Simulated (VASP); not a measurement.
Write the native input for VASP 6.6.1 that does the following.

```yaml
Task: relaxation of cell and atoms
Functional: PBE
Potentials_or_basis: VASP PAW PBE potentials, release 64 (Mg, H)
Cutoff: 600 eV
k_mesh: 4 × 4 × 4
Occupations: gaussian, width 0.1 eV
Spin: no spin polarisation
Dipole_correction: no
Further_INCAR_settings: ALGO = Normal; EDIFF = 1e-06; IBRION = 2; EDIFFG = -0.0325; NSW = 90; ISIF = 3
```

The structure of Mg8H lies in POSCAR:

```
Mg8H
1.0
   -3.6145662947      3.6145662947      3.5136802483
    3.6145662947     -3.6145662947      3.5136802483
    3.6145662947      3.6145662947     -3.5136802483
Mg H
8 1
Direct
    0.0000000000      0.0000000000      0.0000000000
    0.0000000000      0.0000000000      0.5000000000
    0.0000000000      0.5000000000      0.0000000000
    0.0000000000      0.5000000000      0.5000000000
    0.5000000000      0.0000000000      0.0000000000
    0.5000000000      0.0000000000      0.5000000000
    0.5000000000      0.5000000000      0.0000000000
    0.5000000000      0.5000000000      0.5000000000
    0.1250000000      0.2500000000      0.3750000000
```

The input as run:

INCAR

```
SYSTEM = Mg8H
PREC = Accurate ; ENCUT = 600
EDIFF = 1E-6 ; ISMEAR = 0
SIGMA = 0.1 ; LREAL = .False.
LASPH = .True. ; NELM = 60
ALGO = Normal ; ISIF = 3
LWAVE = .False. ; LCHARG = .False.
GGA = PE ; IBRION = 2
NSW = 90 ; EDIFFG = -0.0325
```

KPOINTS

```
Automatic mesh
0
Gamma
  4 4 4
  0 0 0
```

Potentials or basis: VASP PAW PBE potentials, release 64 (Mg, H).

Command:

```sh
$ cat potpaw_PBE.64/Mg/POTCAR potpaw_PBE.64/H/POTCAR > POTCAR
$ mpirun -np 1 vasp_std > vasp.out
```

It gave:

```json
{"Relaxed volume": "20.76 Å³/atom", "Relaxed cell": "a = 6.273 Å, b = 6.273 Å, c = 6.273 Å, α = 105.72°, β = 105.10°, γ = 117.94°", "Space group after relaxing (to 0.05 Å)": "Imm2 (No. 44)", "Energy gained by relaxing": "27.9 meV/atom", "Ionic steps": "31", "Pressure after relaxing": "0.1 GPa", "Largest force after relaxing": "0.012 eV/Å"}
```

Wall time 9.7 min on 1 thread of Intel(R) Xeon(R) 6975P-C (Granite Rapids), with other jobs on the host, peak memory 0.38 GiB.
